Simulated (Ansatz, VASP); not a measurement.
**TaTe: VASP beside Ansatz**

File INCAR:

```
SYSTEM = TaTe
ALGO     = Normal         ! electronic algorithm
EDIFF    = 1E-6           ! SCF threshold, eV
ENCUT    = 520            ! plane-wave cutoff, eV
GGA      = PE             ! functional
ISIF     = 2              ! what is computed and relaxed
ISMEAR   = -1             ! smearing method
LASPH    = .True.         ! aspherical terms in the spheres
LCHARG   = .False.        ! write CHGCAR
LDAU     = .True.         ! DFT+U
LDAUJ    = 0 0          
LDAUL    = 2 -1           ! shell
LDAUPRINT= 1            
LDAUTYPE = 2            
LDAUU    = 5 0            ! U, eV
LMAXMIX  = 4              ! l up to which the mixer works
LREAL    = .False.        ! projectors in reciprocal space
LWAVE    = .False.        ! write WAVECAR
NBANDS   = 16             ! bands
NELM     = 150            ! most SCF steps
PREC     = Accurate       ! precision mode
SIGMA    = 0.05           ! smearing width, eV
```

The input KPOINTS:

```
k-points
0
Gamma
  8 8 8
  0 0 0
```

POSCAR

```
TaTe
1.0
    3.4200900000      0.0000000000      0.0000000000
    0.0000000000      3.4200900000      0.0000000000
    0.0000000000      0.0000000000      3.4200900000
Ta Te
1 1
Direct
    0.5000000000      0.5000000000      0.5000000000
    0.0000000000      0.0000000000      0.0000000000
```

Contents of input.yaml:

```yaml
crystal:
  lattice:
    - [3.42009, 0.0, 0.0]
    - [0.0, 3.42009, 0.0]
    - [0.0, 0.0, 3.42009]
  atoms:
    - { symbol: Ta, position: [0.5, 0.5, 0.5] }
    - { symbol: Te, position: [0.0, 0.0, 0.0] }
hamiltonian:
  xc: pbe
  pseudopotentials: { kind: paw }
  hubbard: { sites: [{ species: Ta, l: d, u_eff: 5.0 }] }
kpoints:
  mp_grid: { grid: [8, 8, 8] }
scf:
  occupations: { method: fermi_dirac, width: 0.05 }
  n_extra_bands: 6
output:
  forces: true
  stress: true
  eigenvalues: true
  dos: { projected: true, de: 0.05, nscf_kmesh: { grid: [12, 12, 12] } }
```

Alike in both runs: functional PBE; k mesh 8 × 8 × 8; occupations fermi-dirac, width 0.05 eV; no spin polarisation; Hubbard terms Ta d U = 5.0 eV.

|  | VASP | Ansatz |
| --- | --- | --- |
| version | VASP 6.6.1 | Ansatz 0.2.0 |
| potentials or method | VASP PAW PBE potentials, release 64 (Ta_pv, Te) | Ansatz PAW |
| plane-wave cutoff (eV) | 520 | 420 |
| valence electrons in the cell | 17 | 29 |
| task | single point | projected density of states |

|  | VASP | Ansatz | Ansatz less VASP |
| --- | --- | --- | --- |
| gap on the k mesh at the Fermi level (eV) | none | none | - |
| pressure (GPa) | 7.3 | 6.7 | -0.59 |

The programs project onto different local orbitals, so the same U acts differently, and such runs can settle in different states. A gap of «none» marks a metal or a gap that the smearing closes. VASP's potentials hold 17 valence electrons a cell and Ansatz's 29, so a difference there can come from the potentials and not from the codes.

Spin-orbit coupling is off throughout.
